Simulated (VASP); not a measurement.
Sb (a cell with a defect), 19 atoms in the cell. The cell holds a defect, 19 atoms: a = 9.331 Å, b = 9.331 Å, c = 9.331 Å, α = 96.38°, β = 116.39°, γ = 116.39°. 

```yaml
Program: VASP 6.6.1
Task: single point
Functional: PBE
Potentials_or_basis: VASP PAW PBE potentials, release 64 (Sb)
Cutoff: 520 eV
k_mesh: 4 × 4 × 4
Occupations: gaussian, width 0.1 eV
Spin: no spin polarisation
Dipole_correction: no
Further_INCAR_settings: LREAL = Auto; ALGO = Normal; EDIFF = 1e-07; NBANDS = 62
```

Potentials or basis: VASP PAW PBE potentials, release 64 (Sb).

The run is started by

```bash
$ cat potpaw_PBE.64/Sb/POTCAR > POTCAR
$ mpirun -np 1 vasp_std > vasp.out
```

Hardware: 1 thread of AMD EPYC 9R45 96-Core Processor (Zen 5), with other jobs on the host.

Question: Estimate the wall time of this run.

Answer: Wall time 10 min on 1 thread of AMD EPYC 9R45 96-Core Processor (Zen 5), with other jobs on the host, peak memory 0.79 GiB. Counts: scf iterations 16, k points 14.
